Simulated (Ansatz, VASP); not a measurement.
## One calculation of ZnH, two programs

```xyz
2
Lattice="2.7141 0.0000 0.0000 0.0000 2.7141 0.0000 0.0000 0.0000 2.7141" Properties=species:S:1:pos:R:3 pbc="T T T"
Zn    1.3570    1.3570    1.3570
H     0.0000    0.0000    0.0000
```

Alike in both runs: functional PBE; k mesh 6 × 6 × 6; occupations gaussian, width 0.1 eV; no spin polarisation.

Ansatz relaxed the structure, and its values are those at the end. VASP's run is a single point on that final structure, the one shown.

```csv
,VASP,Ansatz
version,VASP 6.6.1,Ansatz 0.2.0
potentials or method,"VASP PAW PBE potentials, release 64 (Zn, H), cutoff 520 eV","scalar-relativistic, plane waves, PAW"
valence electrons in the cell,13,13
```

```tsv
	VASP	Ansatz	Ansatz less VASP
gap on the k mesh at the Fermi level (eV)	none	none	-
pressure (GPa)	0.0	-0.2	-0.20
```

A gap of «none» marks a metal or a gap that the smearing closes.

The k mesh is coarse, so the values compare programs but aren't converged.
